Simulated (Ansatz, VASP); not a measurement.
One calculation of Ag2O, two programs

POSCAR

```
Ag2O
1.0
    4.6728894754      0.0000000000      0.0000000000
    0.0000000000      4.6728894754      0.0000000000
    0.0000000000      0.0000000000      4.6728894754
Ag O
4 2
Direct
    0.7500000000      0.7500000000      0.7500000000
    0.7500000000      0.2500000000      0.2500000000
    0.2500000000      0.2500000000      0.7500000000
    0.2500000000      0.7500000000      0.2500000000
    0.0000000000      0.0000000000      0.0000000000
    0.5000000000      0.5000000000      0.5000000000
```

File INCAR.step1:

```
PREC     = Accurate       # precision mode
ENCUT    = 660            # plane-wave cutoff, eV
ISMEAR   = 0              # smearing method
SIGMA    = 0.05           # smearing width, eV
LREAL    = False          # projectors in reciprocal space
LASPH    = True           # aspherical terms in the spheres
NELM     = 120            # most SCF steps
NBANDS   = 37             # bands
GGA      = PE             # functional
ALGO     = Normal         # electronic algorithm
EDIFF    = 1E-5           # SCF threshold, eV
LWAVE    = True           # write WAVECAR
LCHARG   = False          # write CHGCAR
GGA_COMPAT= False
```

INCAR.step2

```
PREC     = Accurate       # precision mode
ENCUT    = 660            # plane-wave cutoff, eV
EDIFF    = 1E-6           # SCF threshold, eV
ISMEAR   = 0              # smearing method
SIGMA    = 0.05           # smearing width, eV
LREAL    = False          # projectors in reciprocal space
LASPH    = True           # aspherical terms in the spheres
NELM     = 120            # most SCF steps
ALGO     = Normal         # electronic algorithm
ISIF     = 2              # what is computed and relaxed
LWAVE    = False          # write WAVECAR
LCHARG   = False          # write CHGCAR
METAGGA  = R2SCAN         # meta-GGA
LMIXTAU  = True         
IVDW     = 13             # dispersion correction
NBANDS   = 37             # bands
VDW_S6   = 1.0          
VDW_S8   = 0.6018749    
VDW_A1   = 0.51559235   
VDW_A2   = 5.77342911   
ISTART   = 1            
GGA_COMPAT= False
```

File KPOINTS:

```
regular mesh
0
Gamma
  6 6 6
```

Input for Ansatz:

```yaml
crystal:
  lattice:
    - [4.6728894754, 0.0, 0.0]
    - [0.0, 4.6728894754, 0.0]
    - [0.0, 0.0, 4.6728894754]
  atoms:
    - { symbol: Ag, position: [0.75, 0.75, 0.75] }
    - { symbol: Ag, position: [0.75, 0.25, 0.25] }
    - { symbol: Ag, position: [0.25, 0.25, 0.75] }
    - { symbol: Ag, position: [0.25, 0.75, 0.25] }
    - { symbol: O, position: [0.0, 0.0, 0.0] }
    - { symbol: O, position: [0.5, 0.5, 0.5] }
basis:
  ecutwfc: 500
  ecutrho_ratio: 4
kpoints:
  mp_grid: { grid: [6, 6, 6] }
hamiltonian:
  xc: r2scan
  dispersion: d4
scf:
  occupations: { method: gaussian, width: 0.05 }
output:
  forces: true
  stress: true
  eigenvalues: true
```

Alike in both runs: task single point; functional r2SCAN; dispersion D4; k mesh 6 × 6 × 6; occupations gaussian, width 0.05 eV; no spin polarisation.

|  | VASP | Ansatz |
| --- | --- | --- |
| version | VASP 6.6.1 | Ansatz 0.2.0 |
| potentials or method | VASP PAW PBE potentials, release 64 (Ag, O), cutoff 660 eV | scalar-relativistic, plane waves, PAW |
| valence electrons in the cell | 56 | 88 |

|  | VASP | Ansatz | Ansatz less VASP |
| --- | --- | --- | --- |
| gap on the k mesh at the Fermi level (eV) | 0.32 | 0.32 | +0.001 |
| least direct gap on the mesh (eV) | 0.32 | 0.32 | +0.001 |
| pressure (GPa) | 3.6 | 3.8 | +0.19 |

VASP's potentials were made for PBE, not for r2SCAN. VASP's potentials hold 56 valence electrons a cell and Ansatz's 88, so a difference there can come from the potentials and not from the codes.
